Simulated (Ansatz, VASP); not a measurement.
# Two plane-wave programs on InP

File INCAR:

```
SYSTEM = InP
PREC = Accurate ; ENCUT = 520
EDIFF = 1E-6 ; ISMEAR = 0
SIGMA = 0.1 ; LREAL = .FALSE.
LASPH = .TRUE. ; NELM = 60
ALGO = Normal ; ISIF = 2
LWAVE = .FALSE. ; LCHARG = .FALSE.
GGA = PS ; NBANDS = 16
```

File KPOINTS:

```
Automatic mesh
0
G
  4 4 4
  0 0 0
```

The input POSCAR:

```
InP
1.0
    0.0000000000      2.9411125403      2.9411125403
    2.9411125403      0.0000000000      2.9411125403
    2.9411125403      2.9411125403      0.0000000000
In P
1 1
Direct
    0.0000000000      0.0000000000      0.0000000000
    0.2500000000      0.2500000000      0.2500000000
```

Input for Ansatz:

```yaml
crystal:
  lattice:
    - [0.0, 2.9411125403, 2.9411125403]
    - [2.9411125403, 0.0, 2.9411125403]
    - [2.9411125403, 2.9411125403, 0.0]
  atoms:
    - { symbol: In, position: [0.0, 0.0, 0.0] }
    - { symbol: P, position: [0.25, 0.25, 0.25] }
basis:
  ecutwfc: 420
kpoints:
  mp_grid: { grid: [4, 4, 4] }
hamiltonian:
  xc: pbesol
scf:
  occupations: { method: gaussian, width: 0.1 }
output:
  forces: true
  stress: true
  eigenvalues: true
```

Alike in both runs: task single point; functional PBEsol; k mesh 4 × 4 × 4; occupations gaussian, width 0.1 eV; no spin polarisation.

|  | VASP | Ansatz |
| --- | --- | --- |
| version | VASP 6.6.1 | Ansatz 0.2.0 |
| potentials or method | VASP PAW PBE potentials, release 64 (In_d, P), cutoff 520 eV | scalar-relativistic, plane waves, PAW |
| valence electrons in the cell | 18 | 18 |

```csv
,VASP,Ansatz,Ansatz less VASP
gap on the k mesh at the Fermi level (eV),0.54,0.54,+0.002
least direct gap on the mesh (eV),0.54,0.54,+0.002
pressure (GPa),0.0,0.1,+0.02
```

VASP's potentials were made for PBE, not for PBEsol. The functional is the same, so the differences come from potentials, cutoffs and numerics.

The k mesh is coarse, so the values compare programs but aren't converged.
